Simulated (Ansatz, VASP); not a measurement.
**Two plane-wave programs on Li**

```xyz
2
Lattice="0.0000 -2.0713 -2.0713 0.0000 2.0713 -2.0713 4.1425 0.0000 0.0000" Properties=species:S:1:pos:R:3 pbc="T T T"
Li    2.0713   -0.1686   -2.0713
Li    0.0000    0.1686    0.0000
```

Change from the starting cell: mode 4 frozen in at -0.170 Å, equal normal strain along x, y and z -0.0083.

Alike in both runs: task single point; functional PBE; dispersion D3(BJ); k mesh 16 × 16 × 12; occupations gaussian, width 0.15 eV; no spin polarisation.

|  | VASP | Ansatz |
| --- | --- | --- |
| version | VASP 6.6.1 | Ansatz 0.2.0 |
| potentials or method | VASP PAW PBE potentials, release 64 (Li_sv), cutoff 520 eV | scalar-relativistic, plane waves, PAW |
| valence electrons in the cell | 6 | 6 |

|  | VASP | Ansatz | Ansatz less VASP |
| --- | --- | --- | --- |
| gap on the k mesh at the Fermi level (eV) | none | none | - |
| rms of the force components (eV/Å) | 0.164 | 0.164 | +0.0001 |

Atom by atom the forces differ by 0.000 eV/Å (rms over components). A gap of «none» marks a metal or a gap that the smearing closes.

Noted on VASP's run: the cutoff is under 1.25 times that of the potentials, so the pressure is a little rough.
